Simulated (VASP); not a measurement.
# MgS (Fm-3m) in VASP: settings compared

The runs below take MgS through single point, with PBEsol+D3(BJ), PBEsol+D4.

Everything below comes from runs of VASP 6.6.1. Logs are shortened: lines on timing, memory, paths and dates and some standing lists are left out, and cuts for length are marked.

## 1. The cell of the first run

The structure is cubic, space group Fm-3m (No. 225). Conventional cell: a = 5.119 Å, b = 5.119 Å, c = 5.119 Å, α = 90.00°, β = 90.00°, γ = 90.00°. S (site symmetry m-3m) has 6 Mg at 2.56 Å within 3.4 Å. Mg (site symmetry m-3m) has 6 S at 2.56 Å within 3.4 Å.

## 2. Single point, PBEsol+D3(BJ)

Contents of INCAR:

```
PREC = Accurate
ENCUT = 520
EDIFF = 1E-6
ISMEAR = -1
SIGMA = 0.05
LREAL = False
LASPH = True
NELM = 80
ALGO = Normal
ISIF = 2
LWAVE = False
LCHARG = False
GGA = PS
IVDW = 12
NBANDS = 11
```

Contents of KPOINTS:

```
regular mesh
0
Gamma
  9 9 9
```

Contents of POSCAR:

```
MgS
1.0
    0.0000000000      2.5593134895      2.5593134895
    2.5593134895      0.0000000000      2.5593134895
    2.5593134895      2.5593134895      0.0000000000
S Mg
1 1
Direct
    0.5000000000      0.5000000000      0.5000000000
    0.0000000000      0.0000000000      0.0000000000
```

Potentials or basis: VASP PAW PBE potentials, release 64 (S, Mg).

Command:

```sh
$ cat potpaw_PBE.64/S/POTCAR potpaw_PBE.64/Mg/POTCAR > POTCAR
$ mpirun -np 1 vasp_std > vasp.out
```

OUTCAR:

```text
PREC = Accurate
   ENCUT = 520
   EDIFF = 1E-6
   ISMEAR = -1
   LREAL = False
   LASPH = True
   NELM = 80
   ISIF = 2
   GGA = PS
   IVDW = 12
 IVDW          = 12

 ion  position               nearest neighbor table
   1  0.500  0.500  0.500-   2 2.56   2 2.56   2 2.56   2 2.56   2 2.56   2 2.56
   2  0.000  0.000  0.000-   1 2.56   1 2.56   1 2.56   1 2.56   1 2.56   1 2.56

  LATTYP: Found a face centered cubic cell.
 ALAT       =     5.1186269790

  Lattice vectors:

 A1 = (   0.0000000000,   2.5593134895,   2.5593134895)
 A2 = (   2.5593134895,   0.0000000000,   2.5593134895)
 A3 = (   2.5593134895,   2.5593134895,   0.0000000000)

Analysis of symmetry for initial positions (statically):
=====================================================================
 Subroutine PRICEL returns:
 Original cell was already a primitive cell.

 Routine SETGRP: Setting up the symmetry group for a
 face centered cubic supercell.

 Subroutine GETGRP returns: Found 48 space group operations
 (whereof 48 operations were pure point group operations)
 out of a pool of 48 trial point group operations.

The static configuration has the point symmetry O_h .

Analysis of symmetry for dynamics (positions and initial velocities):
=====================================================================
 Subroutine PRICEL returns:
 Original cell was already a primitive cell.

 Routine SETGRP: Setting up the symmetry group for a
 face centered cubic supercell.

 Subroutine GETGRP returns: Found 48 space group operations
 (whereof 48 operations were pure point group operations)
 out of a pool of 48 trial point group operations.

The dynamic configuration has the point symmetry O_h .

 Subroutine INISYM returns: Found 48 space group operations
 (whereof 48 operations are pure point group operations),
 and found     1 'primitive' translations

----------------------------------------------------------------------------------------

                                     Primitive cell

  volume of cell :      33.5274

  direct lattice vectors                    reciprocal lattice vectors
     0.000000000  2.559313490  2.559313490    -0.195364891  0.195364891  0.195364891
     2.559313490  0.000000000  2.559313490     0.195364891 -0.195364891  0.195364891
     2.559313490  2.559313490  0.000000000     0.195364891  0.195364891 -0.195364891

  length of vectors
     3.619415847  3.619415847  3.619415847     0.338381917  0.338381917  0.338381917

  position of ions in fractional coordinates (direct lattice)
     0.500000000  0.500000000  0.500000000
     0.000000000  0.000000000  0.000000000

  ion indices of the primitive-cell ions
   primitive index   ion index
                 1           1
                 2           2

----------------------------------------------------------------------------------------

 KPOINTS: regular mesh

Automatic generation of k-mesh.
 Grid dimensions read from file:
 generate k-points for:    9    9    9

 Generating k-lattice:

  Cartesian coordinates                     Fractional coordinates (reciprocal lattice)
    -0.021707210  0.021707210  0.021707210     0.111111111  0.000000000  0.000000000
     0.021707210 -0.021707210  0.021707210     0.000000000  0.111111111  0.000000000
     0.021707210  0.021707210 -0.021707210     0.000000000  0.000000000  0.111111111

  Length of vectors
     0.037597991  0.037597991  0.037597991

  Shift w.r.t. Gamma in fractional coordinates (k-lattice)
     0.000000000  0.000000000  0.000000000

 Subroutine IBZKPT returns following result:
 ===========================================

 Found     35 irreducible k-points:

 Following reciprocal coordinates:
            Coordinates               Weight
  0.000000  0.000000  0.000000      1.000000
  0.111111  0.000000  0.000000      8.000000
  0.222222  0.000000  0.000000      8.000000
  0.333333  0.000000  0.000000      8.000000
  0.444444  0.000000  0.000000      8.000000
  0.111111  0.111111  0.000000      6.000000
[... 16 lines left out ...]
 -0.333333  0.333333  0.000000     12.000000
  0.444444  0.444444  0.000000      6.000000
 [... further k-points ...]
   k-points           NKPTS =     35   k-points in BZ     NKDIM =     35   number of bands    NBANDS=     11
   number of dos      NEDOS =    301   number of ions     NIONS =      2
   total plane-waves  NPLWV =  21952
   dimension x,y,z NGX =    28 NGY =   28 NGZ =   28
   dimension x,y,z NGXF=    56 NGYF=   56 NGZF=   56
   ions per type =               1   1
   NGX,Y,Z   is equivalent  to a cutoff of  12.86, 12.86, 12.86 a.u.
   NGXF,Y,Z  is equivalent  to a cutoff of  25.72, 25.72, 25.72 a.u.
 SYSTEM =  unknown system
   PREC   = accura    normal or accurate (medium, high low for compatibility)
   ISTART =      0    job   : 0-new  1-cont  2-samecut
   ICHARG =      2    charge: 1-file 2-atom 10-const
   ISPIN  =      1    spin polarized calculation?
   LNONCOLLINEAR =      F non collinear calculations
   LSORBIT =      F    spin-orbit coupling
   LASPH  =      T    aspherical Exc in radial PAW
   ENCUT  =  520.0 eV  38.22 Ry    6.18 a.u.   6.73  6.73  6.73*2*pi/ulx,y,z
   NELM   =     80;   NELMIN=  2; NELMDL= -5     # of ELM steps
   EDIFF  = 0.1E-05   stopping-criterion for ELM
   LREAL  =      F    real-space projection
   EDIFFG = 0.1E-04   stopping-criterion for IOM
   NSW    =      0    number of steps for IOM
   IBRION =     -1    ionic relax: 0-MD 1-quasi-New 2-CG
   NFREE  =      0    steps in history (QN), initial steepest desc. (CG)
   ISIF   =      2    stress and relaxation
   ISYM   =      2    0-nonsym 1-usesym 2-fastsym
   POTIM  = 0.5000    time-step for ionic-motion
   TEBEG  =    0.0;   TEEND  =   0.0 temperature during run
   PSTRESS=    0.0 pullay stress
   NELECT =       8.0000    total number of electrons
   NUPDOWN=      -1.0000    fix difference up-down
   EMIN   =  10.00;   EMAX   =-10.00  energy-range for DOS
   EFERMI =   0.00;   METHOD = LEGACY
   ISMEAR =    -1;   SIGMA  =   0.05  broadening in eV -4-tet -1-fermi 0-gaus
   EFERMI_NEDOS =   21; number of points for ismear=-14 and -15
   IALGO  =     38    algorithm
   IMIX   =      4    mixing-type and parameters
     AMIX     =   0.40;   BMIX     =  1.00
     AMIX_MAG =   1.60;   BMIX_MAG =  1.00
  volume/ion in A,a.u.               =      16.76       113.13
  Fermi-wavevector in a.u.,A,eV,Ry     =   1.015402  1.918832 14.028167  1.031041
  Thomas-Fermi vector in A             =   2.148686
   LORBIT       =      0    0 simple, 1 ext, 2 COOP (PROOUT), +10 PAW based schemes
   GGA     = PS    functional components
   LHFCALC =     F    Hartree Fock is set to
   AEXX    =    0.0000 exact exchange contribution
   IVDW    =    12    specifies the selected vdW correction
   LEPSILON=     F    determine dielectric tensor
   LRPA    =     F    only Hartree local field effects (RPA)
 non-spin polarized calculation
  energy-cutoff  :      520.00
  volume of cell :       33.53
 maximum number of plane-waves:       914
   NGX = 13   NGY = 13   NGZ = 13

 number of electron       7.9999999 magnetization

 Free energy of the ion-electron system (eV)
  ---------------------------------------------------
  ext. energy  EPLUGINS =         0.00000000
  ---------------------------------------------------
  free energy    TOTEN  =        -9.06458411 eV

  energy without entropy =       -9.06458411  energy(sigma->0) =       -9.06458411

 E-fermi :   5.1608     XC(G=0): -10.0419

 val. band max:        4.1274465848   @ k =   0.0000   0.0000   0.0000
 cond. band min:       7.0643680768   @ k =   0.4444   0.4444   0.0000
 fundamental gap:      2.9369214920
 Fermi energy:         5.1607921348

 k-point     1 :       0.0000    0.0000    0.0000
  band No.  band energies     occupation
      1      -8.8484      2.00000
      2       4.1274      2.00000
      3       4.1274      2.00000
      4       4.1274      2.00000
      5       8.1169      0.00000
      6      11.9455      0.00000
      7      11.9455      0.00000
      8      11.9455      0.00000
      9      14.4901      0.00000
     10      14.4901      0.00000
     11      16.5363      0.00000

 k-point     2 :       0.1111    0.0000    0.0000
  band No.  band energies     occupation
      1      -8.7175      2.00000
      2       3.2181      2.00000
      3       4.0355      2.00000
      4       4.0355      2.00000
      5       8.7896      0.00000
      6      11.6781      0.00000
      7      12.1821      0.00000
      8      12.1821      0.00000
      9      13.9444      0.00000
     10      13.9444      0.00000
     11      17.0980      0.00000

 k-point     3 :       0.2222    0.0000    0.0000
  band No.  band energies     occupation
      1      -8.3522      2.00000
      2       1.5644      2.00000
      3       3.8236      2.00000
      4       3.8236      2.00000
      5       9.1877      0.00000
      6      12.0737      0.00000
      7      12.0737      0.00000
      8      12.2610      0.00000
      9      14.1220      0.00000
     10      14.1220      0.00000
     11      16.4115      0.00000

 k-point     4 :       0.3333    0.0000    0.0000
  band No.  band energies     occupation
      1      -7.8540      2.00000
      2       0.0416      2.00000
      3       3.6112      2.00000
      4       3.6112      2.00000
      5       8.8714      0.00000
      6      11.4420      0.00000
      7      11.4420      0.00000
      8      13.8635      0.00000
      9      15.6976      0.00000
     10      15.6976      0.00000
     11      15.8089      0.00000
[... 239 lines left out ...]
 k-point    22 :      -0.4444    0.3333    0.0000
  band No.  band energies     occupation
      1      -7.0172      2.00000
      2      -0.0513      2.00000
      3       1.1171      2.00000
      4       2.6109      2.00000
      5       7.9576      0.00000
      6      10.3869      0.00000
      7      14.0867      0.00000
      8      14.2204      0.00000
      9      16.8964      0.00000
     10      18.4155      0.00000
     11      21.0629      0.00000

 k-point    23 :      -0.3333    0.3333    0.0000
  band No.  band energies     occupation
      1      -7.0502      2.00000
      2       0.2350      2.00000
      3       0.5246      2.00000
      4       2.8807      2.00000
      5       8.5175      0.00000
      6      11.9690      0.00000
      7      13.1548      0.00000
      8      13.4733      0.00000
      9      16.0899      0.00000
     10      16.6189      0.00000
     11      21.2161      0.00000

 k-point    24 :       0.4444    0.4444    0.0000
  band No.  band energies     occupation
      1      -7.0491      2.00000
      2      -0.2900      2.00000
      3       2.3459      2.00000
      4       2.3459      2.00000
      5       7.0644      0.00000
      6       8.2788      0.00000
      7      16.1269      0.00000
      8      16.9639      0.00000
      9      17.4736      0.00000
     10      17.4736      0.00000
     11      20.6751      0.00000

 [... further k-points ...]

------------------------ aborting loop because EDIFF is reached ----------------------------------------

 Edisp (eV)   -0.63244

 E8    (eV) :    -0.3933

  FORCE on cell =-STRESS in cart. coord.  units (eV):
  Direction    XX          YY          ZZ          XY          YZ          ZX
  --------------------------------------------------------------------------------------
  -------------------------------------------------------------------------------------
  Total      -0.04321    -0.04321    -0.04321     0.00000     0.00000    -0.00000
  in kB      -2.06494    -2.06494    -2.06494     0.00000     0.00000    -0.00000
  external pressure =       -2.06 kB  Pullay stress =        0.00 kB

 VOLUME and BASIS-vectors are now :
 -----------------------------------------------------------------------------
  energy-cutoff  :      520.00
  volume of cell :       33.53
      direct lattice vectors                 reciprocal lattice vectors
     0.000000000  2.559313490  2.559313490    -0.195364891  0.195364891  0.195364891
     2.559313490  0.000000000  2.559313490     0.195364891 -0.195364891  0.195364891
     2.559313490  2.559313490  0.000000000     0.195364891  0.195364891 -0.195364891

 POSITION                                       TOTAL-FORCE (eV/Angst)
 -----------------------------------------------------------------------------------
      2.55931      2.55931      2.55931         0.000000      0.000000     -0.000000
      0.00000      0.00000      0.00000        -0.000000     -0.000000      0.000000
 -----------------------------------------------------------------------------------
    total drift:                                0.000000      0.000000      0.000000

  FREE ENERGIE OF THE ION-ELECTRON SYSTEM (eV)
  ---------------------------------------------------
  free  energy   TOTEN  =        -9.6970218902 eV

  energy  without entropy=       -9.6970218902  energy(sigma->0) =       -9.69702189
```

It took 18 s on 1 thread of Intel Xeon Platinum 8259CL at 2.50GHz (Skylake/Cascade Lake), shared host; peak memory 0.17 GiB.

Results:

```
Free energy                : -9.6970 eV
Pressure                   : -0.2 GPa
Band gap on the k mesh     : 2.94 eV (least direct gap 3.99 eV)
Dispersion energy per atom : -0.316 eV
```

Caveat: the PAW data sets were made with another functional, which shifts forces and pressure a little; an odd mesh through Γ misses points on the zone boundary, where band edges can lie.

(Part 1 of 2 ends here.)
